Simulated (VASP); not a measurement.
A run of VASP 6.6.1:

The input INCAR:

```
  PREC = Accurate
  ENCUT = 520
  EDIFF = 1E-6
  ISMEAR = -1
  SIGMA = 0.05
  LREAL = False
  LASPH = True
  NELM = 60
  ALGO = Normal
  ISIF = 2
  LWAVE = False
  LCHARG = False
  NBANDS = 12
```

The input KPOINTS:

```
Automatic mesh
0
Gamma
  18 18 18
```

File POSCAR:

```
Y
1.0
    0.0000000000      1.8268216541      1.8268216541
    1.8268216541      0.0000000000      1.8268216541
    1.8268216541      1.8268216541      0.0000000000
Y
1
Direct
    0.0000000000      0.0000000000      0.0000000000
```

Potentials or basis: VASP PAW LDA potentials, release 64 (Y_sv).

Run with:

```console
$ cat potpaw_LDA.64/Y_sv/POTCAR > POTCAR
$ mpirun -np 1 vasp_std > vasp.out
```

Hardware: 1 thread of Intel(R) Xeon(R) 6975P-C (Granite Rapids) (shared host).

Q: Estimate the wall time of this run.

A: Run time: 11 s on 1 thread of Intel(R) Xeon(R) 6975P-C (Granite Rapids) (shared host), peak memory 0.15 GiB. Counts: scf iterations 13, k points 195.
